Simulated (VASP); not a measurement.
# InP (F-43m) in VASP: further runs

InP is run at these levels: PBE-based global hybrid; tasks: single point.

All numbers are computed with VASP 6.6.1; they aren't measurements. Logs are shortened: lines on timing, memory, paths and dates and some standing lists are left out, and cuts for length are marked.

### 1 The cell of the first run

The structure is cubic, space group F-43m (No. 216). The conventional cell has a = 5.861 Å, b = 5.861 Å, c = 5.861 Å, α = 90.00°, β = 90.00°, γ = 90.00°. In (site symmetry -43m) has 4 P at 2.54 Å within 3.3 Å. P (site symmetry -43m) has 4 In at 2.54 Å within 3.3 Å.

### 2 Single point, PBE-based global hybrid

POSCAR

```
InP
1.0
    0.0000000000      2.9305005221      2.9305005221
    2.9305005221      0.0000000000      2.9305005221
    2.9305005221      2.9305005221      0.0000000000
In P
1 1
Direct
    0.0000000000      0.0000000000      0.0000000000
    0.7500000000      0.7500000000      0.7500000000
```

INCAR.step1

```
SYSTEM = InP
PREC = Accurate
ENCUT = 520
EDIFF = 1E-5
ISMEAR = 0
SIGMA = 0.05
LREAL = .False.
LASPH = .True.
NELM = 80
ALGO = Normal
ISIF = 2
LWAVE = .True.
LCHARG = .False.
NBANDS = 16
GGA = PE
```

INCAR.step2

```
SYSTEM = InP
PREC = Accurate
ENCUT = 520
EDIFF = 1E-6
ISMEAR = 0
SIGMA = 0.05
LREAL = .False.
LASPH = .True.
NELM = 80
ALGO = Normal
ISIF = 2
LWAVE = .False.
LCHARG = .False.
GGA = PE
LHFCALC = .True.
AEXX = 0.5
PRECFOCK = Normal
NBANDS = 16
ISTART = 1
```

KPOINTS

```
Automatic mesh
0
Gamma
  4 4 4
  0 0 0
```

Potentials or basis: VASP PAW PBE potentials, release 64 (In_d, P).

Launch:

```
$ cat potpaw_PBE.64/In_d/POTCAR potpaw_PBE.64/P/POTCAR > POTCAR
$ cp INCAR.step1 INCAR
$ mpirun -np 1 vasp_std > vasp.out
$ cp INCAR.step2 INCAR
$ mpirun -np 1 vasp_std > vasp.out
```

OUTCAR:

```text
SYSTEM = InP
   PREC = Accurate
   ENCUT = 520
   EDIFF = 1E-6
   ISMEAR = 0
   LREAL = .False.
   LASPH = .True.
   NELM = 80
   ISIF = 2
   GGA = PE
   LHFCALC = .True.
   AEXX = 0.5
   PRECFOCK = Normal
   ISTART = 1

 ion  position               nearest neighbor table
   1  0.000  0.000  0.000-   2 2.54   2 2.54   2 2.54   2 2.54
   2  0.750  0.750  0.750-   1 2.54   1 2.54   1 2.54   1 2.54

  LATTYP: Found a face centered cubic cell.
 ALAT       =     5.8610010442

  Lattice vectors:

 A1 = (   0.0000000000,   2.9305005221,   2.9305005221)
 A2 = (   2.9305005221,   0.0000000000,   2.9305005221)
 A3 = (   2.9305005221,   2.9305005221,   0.0000000000)

Analysis of symmetry for initial positions (statically):
=====================================================================
 Subroutine PRICEL returns:
 Original cell was already a primitive cell.

 Routine SETGRP: Setting up the symmetry group for a
 face centered cubic supercell.

 Subroutine GETGRP returns: Found 24 space group operations
 (whereof 24 operations were pure point group operations)
 out of a pool of 48 trial point group operations.

The static configuration has the point symmetry T_d .

Analysis of symmetry for dynamics (positions and initial velocities):
=====================================================================
 Subroutine PRICEL returns:
 Original cell was already a primitive cell.

 Routine SETGRP: Setting up the symmetry group for a
 face centered cubic supercell.

 Subroutine GETGRP returns: Found 24 space group operations
 (whereof 24 operations were pure point group operations)
 out of a pool of 48 trial point group operations.

The dynamic configuration has the point symmetry T_d .

 Subroutine INISYM returns: Found 24 space group operations
 (whereof 24 operations are pure point group operations),
 and found     1 'primitive' translations

----------------------------------------------------------------------------------------

                                     Primitive cell

  volume of cell :      50.3333

  direct lattice vectors                    reciprocal lattice vectors
     0.000000000  2.930500522  2.930500522    -0.170619318  0.170619318  0.170619318
     2.930500522  0.000000000  2.930500522     0.170619318 -0.170619318  0.170619318
     2.930500522  2.930500522  0.000000000     0.170619318  0.170619318 -0.170619318

  length of vectors
     4.144353583  4.144353583  4.144353583     0.295521327  0.295521327  0.295521327

  position of ions in fractional coordinates (direct lattice)
     0.000000000  0.000000000  0.000000000
     0.750000000  0.750000000  0.750000000

  ion indices of the primitive-cell ions
   primitive index   ion index
                 1           1
                 2           2

----------------------------------------------------------------------------------------

 KPOINTS: Automatic mesh

Automatic generation of k-mesh.
 Grid dimensions read from file:
 generate k-points for:    4    4    4

 Generating k-lattice:

  Cartesian coordinates                     Fractional coordinates (reciprocal lattice)
    -0.042654829  0.042654829  0.042654829     0.250000000  0.000000000  0.000000000
     0.042654829 -0.042654829  0.042654829     0.000000000  0.250000000  0.000000000
     0.042654829  0.042654829 -0.042654829     0.000000000  0.000000000  0.250000000

  Length of vectors
     0.073880332  0.073880332  0.073880332

  Shift w.r.t. Gamma in fractional coordinates (k-lattice)
     0.000000000  0.000000000  0.000000000

 Subroutine IBZKPT returns following result:
 ===========================================

 Found      8 irreducible k-points:

 Following reciprocal coordinates:
            Coordinates               Weight
  0.000000  0.000000  0.000000      1.000000
  0.250000  0.000000  0.000000      8.000000
  0.500000  0.000000  0.000000      4.000000
  0.250000  0.250000  0.000000      6.000000
  0.500000  0.250000  0.000000     24.000000
 -0.250000  0.250000  0.000000     12.000000
  0.500000  0.500000  0.000000      3.000000
 -0.250000  0.500000  0.250000      6.000000
   k-points           NKPTS =      8   k-points in BZ     NKDIM =     64   number of bands    NBANDS=     16
   number of dos      NEDOS =    301   number of ions     NIONS =      2
   total plane-waves  NPLWV =  32768
   dimension x,y,z NGX =    32 NGY =   32 NGZ =   32
   dimension x,y,z NGXF=    64 NGYF=   64 NGZF=   64
   ions per type =               1   1
   NGX,Y,Z   is equivalent  to a cutoff of  12.84, 12.84, 12.84 a.u.
   NGXF,Y,Z  is equivalent  to a cutoff of  25.67, 25.67, 25.67 a.u.
 SYSTEM =  InP
   PREC   = accura    normal or accurate (medium, high low for compatibility)
   ISTART =      1    job   : 0-new  1-cont  2-samecut
   ICHARG =      0    charge: 1-file 2-atom 10-const
   ISPIN  =      1    spin polarized calculation?
   LNONCOLLINEAR =      F non collinear calculations
   LSORBIT =      F    spin-orbit coupling
   LASPH  =      T    aspherical Exc in radial PAW
   ENCUT  =  520.0 eV  38.22 Ry    6.18 a.u.   7.71  7.71  7.71*2*pi/ulx,y,z
   NELM   =     80;   NELMIN=  2; NELMDL=  0     # of ELM steps
   EDIFF  = 0.1E-05   stopping-criterion for ELM
   LREAL  =      F    real-space projection
   EDIFFG = 0.1E-04   stopping-criterion for IOM
   NSW    =      0    number of steps for IOM
   IBRION =     -1    ionic relax: 0-MD 1-quasi-New 2-CG
   NFREE  =      0    steps in history (QN), initial steepest desc. (CG)
   ISIF   =      2    stress and relaxation
   ISYM   =      3    0-nonsym 1-usesym 2-fastsym
   POTIM  = 0.5000    time-step for ionic-motion
   TEBEG  =    0.0;   TEEND  =   0.0 temperature during run
   PSTRESS=    0.0 pullay stress
   NELECT =      18.0000    total number of electrons
   NUPDOWN=      -1.0000    fix difference up-down
   EMIN   =  10.00;   EMAX   =-10.00  energy-range for DOS
   EFERMI =   0.00;   METHOD = LEGACY
   ISMEAR =     0;   SIGMA  =   0.05  broadening in eV -4-tet -1-fermi 0-gaus
   EFERMI_NEDOS =   21; number of points for ismear=-14 and -15
   IALGO  =     38    algorithm
   IMIX   =      1    mixing-type and parameters
     AMIX     =   0.40;   BMIX     =  1.00
     AMIX_MAG =   1.60;   BMIX_MAG =  1.00
  volume/ion in A,a.u.               =      25.17       169.83
  Fermi-wavevector in a.u.,A,eV,Ry     =   1.162021  2.195901 18.371839  1.350292
  Thomas-Fermi vector in A             =   2.298586
   LORBIT       =      0    0 simple, 1 ext, 2 COOP (PROOUT), +10 PAW based schemes
   GGA     = PE    functional components
   LHFCALC =     T    Hartree Fock is set to
   PRECFOCK=normal    Normal, Fast or Accurate (Low or Medium for compatibility)
   ENCUT4O =  -1.0   cutoff for four orbital integrals eV
   NKREDX  =     1    reduce k-point grid by
   NKREDY  =     1    reduce k-point grid by
   NKREDZ  =     1    reduce k-point grid by
   AEXX    =    0.5000 exact exchange contribution
   HFSCREEN=    0.0000 screening length (either q_TF or 0.3 A-1)
   HFSCREENC=   0.0000 screening length for correlation (either q_TF or 0.3 A-1)
   ENCUTFOCK=  -1.0 apply spherical cutoff to Coloumb kernel
   IVDW    =     0    specifies the selected vdW correction
   LEPSILON=     F    determine dielectric tensor
   LRPA    =     F    only Hartree local field effects (RPA)
 non-spin polarized calculation
 Gauss-broadening in eV      SIGMA  =   0.05
  energy-cutoff  :      520.00
  volume of cell :       50.33
 maximum number of plane-waves:      1380
 NGX is ok and might be reduce to    32
  NGX = 24; NGY = 24; NGZ = 24

 number of electron      18.0000005 magnetization

 Free energy of the ion-electron system (eV)
  ---------------------------------------------------
  ext. energy  EPLUGINS =         0.00000000
  ---------------------------------------------------
  free energy    TOTEN  =       -13.51909222 eV

  energy without entropy =      -13.51909222  energy(sigma->0) =      -13.51909222

 E-fermi :   3.7489     XC(G=0):  -5.4099

 val. band max:        3.5259177185   @ k =   0.0000   0.0000   0.0000
 cond. band min:       7.4281526619   @ k =   0.0000   0.0000   0.0000
 fundamental gap:      3.9022349434
 Fermi energy:         3.7488933370

 k-point     1 :       0.0000    0.0000    0.0000
  band No.  band energies     occupation
      1     -14.0875      2.00000
      2     -14.0875      2.00000
      3     -14.0875      2.00000
      4     -13.9138      2.00000
      5     -13.9138      2.00000
      6     -10.4751      2.00000
      7       3.5259      2.00000
      8       3.5259      2.00000
      9       3.5259      2.00000
     10       7.4282      0.00000
     11      10.8434      0.00000
     12      10.8434      0.00000
     13      10.8434      0.00000
     14      15.6610      0.00000
     15      16.6703      0.00000
     16      16.6703      0.00000

 k-point     2 :       0.2500    0.0000    0.0000
  band No.  band energies     occupation
      1     -14.1447      2.00000
      2     -14.0631      2.00000
      3     -14.0631      2.00000
      4     -13.9121      2.00000
      5     -13.9121      2.00000
      6      -9.6779      2.00000
      7      -0.4120      2.00000
      8       2.8796      2.00000
      9       2.8796      2.00000
     10       8.4879      0.00000
     11      11.6410      0.00000
     12      11.6410      0.00000
     13      12.2512      0.00000
     14      15.6274      0.00000
     15      15.6274      0.00000
     16      16.0387      0.00000

 k-point     3 :       0.5000    0.0000    0.0000
  band No.  band energies     occupation
      1     -14.1984      2.00000
      2     -14.0455      2.00000
      3     -14.0455      2.00000
      4     -13.9030      2.00000
      5     -13.9030      2.00000
      6      -8.4436      2.00000
      7      -3.2819      2.00000
      8       2.3724      2.00000
      9       2.3724      2.00000
     10       8.1308      0.00000
     11      11.5854      0.00000
     12      11.5854      0.00000
     13      13.9928      0.00000
     14      16.7838      0.00000
     15      18.1582      0.00000
     16      18.1582      0.00000

 k-point     4 :       0.2500    0.2500    0.0000
  band No.  band energies     occupation
      1     -14.1860      2.00000
      2     -14.0346      2.00000
      3     -14.0346      2.00000
      4     -13.9370      2.00000
      5     -13.8979      2.00000
      6      -9.4124      2.00000
      7      -0.2166      2.00000
      8       1.8726      2.00000
      9       1.8726      2.00000
     10       8.9614      0.00000
     11       9.8992      0.00000
     12      13.5110      0.00000
     13      13.5110      0.00000
     14      13.8122      0.00000
     15      17.3334      0.00000
     16      19.5061      0.00000

 k-point     5 :       0.5000    0.2500    0.0000
  band No.  band energies     occupation
      1     -14.2248      2.00000
      2     -14.0210      2.00000
      3     -14.0101      2.00000
      4     -13.9349      2.00000
      5     -13.8952      2.00000
      6      -8.1343      2.00000
      7      -2.7266      2.00000
      8       0.3723      2.00000
      9       1.4618      2.00000
     10       9.0667      0.00000
     11      11.3017      0.00000
     12      13.0684      0.00000
     13      13.7729      0.00000
     14      16.8493      0.00000
     15      18.3221      0.00000
     16      19.4818      0.00000

 k-point     6 :      -0.2500    0.2500    0.0000
  band No.  band energies     occupation
      1     -14.1955      2.00000
      2     -14.0371      2.00000
      3     -14.0326      2.00000
      4     -13.9160      2.00000
      5     -13.9104      2.00000
      6      -8.5934      2.00000
      7      -2.0401      2.00000
      8       0.2317      2.00000
      9       2.3246      2.00000
     10       9.7839      0.00000
     11      11.9859      0.00000
     12      12.3641      0.00000
     13      12.6675      0.00000
     14      15.0455      0.00000
     15      17.8279      0.00000
     16      19.3873      0.00000

 k-point     7 :       0.5000    0.5000    0.0000
  band No.  band energies     occupation
      1     -14.2684      2.00000
      2     -13.9793      2.00000
      3     -13.9793      2.00000
      4     -13.9653      2.00000
      5     -13.8819      2.00000
      6      -7.6682      2.00000
      7      -3.2398      2.00000
      8       0.7519      2.00000
      9       0.7519      2.00000
     10       8.0145      0.00000
     11       8.7980      0.00000
     12      16.7504      0.00000
     13      17.3494      0.00000
     14      17.3494      0.00000
     15      18.3374      0.00000
     16      19.3122      0.00000

 k-point     8 :      -0.2500    0.5000    0.2500
  band No.  band energies     occupation
      1     -14.2350      2.00000
      2     -14.0226      2.00000
      3     -13.9870      2.00000
      4     -13.9358      2.00000
      5     -13.9011      2.00000
      6      -7.5830      2.00000
      7      -3.0191      2.00000
      8       0.0120      2.00000
      9       0.1273      2.00000
     10      10.8343      0.00000
     11      11.5579      0.00000
     12      12.5479      0.00000
     13      12.9176      0.00000
     14      17.9024      0.00000
     15      18.9898      0.00000
     16      19.4408      0.00000

------------------------ aborting loop because EDIFF is reached ----------------------------------------

  FORCE on cell =-STRESS in cart. coord.  units (eV):
  Direction    XX          YY          ZZ          XY          YZ          ZX
  --------------------------------------------------------------------------------------
  -------------------------------------------------------------------------------------
  Total       -0.2109401     -0.2109401     -0.2109401     -0.0000000     -0.0000000      0.0000000
  in kB       -6.7145084     -6.7145084     -6.7145084     -0.0000000     -0.0000000      0.0000000
  external PRESSURE =      -6.7145084 kB  Pullay stress =       0.0000000 kB

 VOLUME and BASIS-vectors are now :
 -----------------------------------------------------------------------------
  energy-cutoff  :      520.00
  volume of cell :       50.33
      direct lattice vectors                 reciprocal lattice vectors
     0.000000000  2.930500522  2.930500522    -0.170619318  0.170619318  0.170619318
     2.930500522  0.000000000  2.930500522     0.170619318 -0.170619318  0.170619318
     2.930500522  2.930500522  0.000000000     0.170619318  0.170619318 -0.170619318

 POSITION                                       TOTAL-FORCE (eV/Angst)
 -----------------------------------------------------------------------------------
      0.00000      0.00000      0.00000         0.000000      0.000000      0.000000
      4.39575      4.39575      4.39575        -0.000000     -0.000000     -0.000000
 -----------------------------------------------------------------------------------
    total drift:                               -0.000065     -0.000096     -0.000049

  FREE ENERGIE OF THE ION-ELECTRON SYSTEM (eV)
  ---------------------------------------------------
  free  energy   TOTEN  =       -13.5190922233 eV

  energy  without entropy=      -13.5190922233  energy(sigma->0) =      -13.51909222
```

It took 3 min on 1 thread of Intel Xeon 6975P-C (Granite Rapids), shared host; peak memory 0.18 GiB.

What came out:

* Free energy: -13.5191 eV
* Pressure: -0.7 GPa
* Band gap on the k mesh: 3.90 eV, direct

Caveat: the k points lie up to 0.46 Å⁻¹ apart; the PAW data sets were made with another functional, which shifts forces and pressure a little; spin-orbit coupling is left out, which moves the levels of the heavy elements.

### 3 Single point, PBE-based global hybrid

POSCAR is that of step 2.

INCAR.step1

```
PREC = Accurate
ENCUT = 520
EDIFF = 1E-5
ISMEAR = 0
SIGMA = 0.05
LREAL = F
LASPH = T
NELM = 60
ALGO = Normal
ISIF = 2
LWAVE = T
LCHARG = F
NBANDS = 16
GGA = PE
```

INCAR.step2

```
PREC = Accurate
ENCUT = 520
EDIFF = 1E-6
ISMEAR = 0
SIGMA = 0.05
LREAL = F
LASPH = T
NELM = 60
ALGO = Normal
ISIF = 2
LWAVE = F
LCHARG = F
GGA = PE
LHFCALC = T
AEXX = 0.1
PRECFOCK = Normal
NBANDS = 16
ISTART = 1
```

KPOINTS

```
Automatic mesh
0
Gamma
  4 4 4
```

Potentials or basis: VASP PAW PBE potentials, release 64 (In_d, P).

Launch:

```
$ cat potpaw_PBE.64/In_d/POTCAR potpaw_PBE.64/P/POTCAR > POTCAR
$ cp INCAR.step1 INCAR
$ mpirun -np 1 vasp_std > vasp.out
$ cp INCAR.step2 INCAR
$ mpirun -np 1 vasp_std > vasp.out
```

It took 86 s on 1 thread of Intel Xeon 6975P-C (Granite Rapids), shared host; peak memory 0.18 GiB.

Results (log left out):

```yaml
Free_energy: -9.2832 eV
Pressure: 2.4 GPa
Band_gap_on_the_k_mesh: 1.30 eV, direct
```

Levels at points of the mesh, in eV from the valence-band top:
```tsv
k point	band 6	band 7	band 8	band 9	band 10	band 11	band 12	band 13
(0.00, 0.00, 0.00)	-12.04	0.00	0.00	0.00	1.31	4.69	4.69	4.69
(0.50, 0.00, 0.00)	-10.25	-5.98	-1.02	-1.02	2.08	5.42	5.42	7.76
(0.50, 0.50, 0.00)	-9.56	-5.99	-2.43	-2.43	2.27	2.83	10.00	10.41
```

Caveat: the k points lie up to 0.46 Å⁻¹ apart; the PAW data sets were made with another functional, which shifts forces and pressure a little; spin-orbit coupling is left out, which moves the levels of the heavy elements.
